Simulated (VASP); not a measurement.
**AgCl: single point with PBEsol**

The system is AgCl.

```
Ag Cl
1.0
     3.24216   -0.08541   -0.08541
    -0.08541    3.24216   -0.08541
    -0.08541   -0.08541    3.24216
Ag Cl
1 1
Direct
  0.00000 0.00000 0.00000
  0.50000 0.50000 0.50000
```

```
Program                : VASP 6.6.1
Task                   : single point
Functional             : PBEsol
Potentials or basis    : VASP PAW PBE potentials, release 64 (Ag, Cl)
Cutoff                 : 520 eV
k mesh                 : 12 × 12 × 12
Occupations            : gaussian, width 0.05 eV
Spin                   : no spin polarisation
Dipole correction      : no
Further INCAR settings : ALGO = Normal; EDIFF = 1e-06; NBANDS = 16
```

- Pressure: 7.0 GPa
- Band gap on the k mesh: 0.36 eV, indirect (least direct gap 2.59 eV)

Stress tensor (GPa, compression positive):
```
 6.97 -0.17 -0.17
-0.17  6.97 -0.17
-0.17 -0.17  6.97
```

Levels at points of the mesh, in eV from the valence-band top:
```tsv
k point	band 5	band 6	band 7	band 8	band 9	band 10	band 11	band 12	band 13	band 14
(0.00, 0.00, 0.00)	-2.65	-2.49	-2.49	-2.24	-2.24	0.36	8.87	8.87	14.09	14.09
(0.50, 0.00, 0.00)	-3.50	-2.47	-1.98	-0.47	0.00	4.52	6.16	8.18	9.55	9.90
(0.50, 0.50, 0.00)	-3.02	-2.94	-2.78	-2.08	-1.56	2.29	8.97	9.54	10.30	13.51
(0.50, 0.50, 0.50)	-2.06	-2.06	-0.56	-0.56	-0.11	3.49	3.49	4.38	7.40	18.48
```

It took 35 s on 1 thread of Intel(R) Xeon(R) Platinum 8488C (Sapphire Rapids), on a shared host, peak memory 0.21 GiB.

Caveat: the PAW data sets were made with another functional, which shifts forces and pressure a little. A k mesh can miss the band edges.
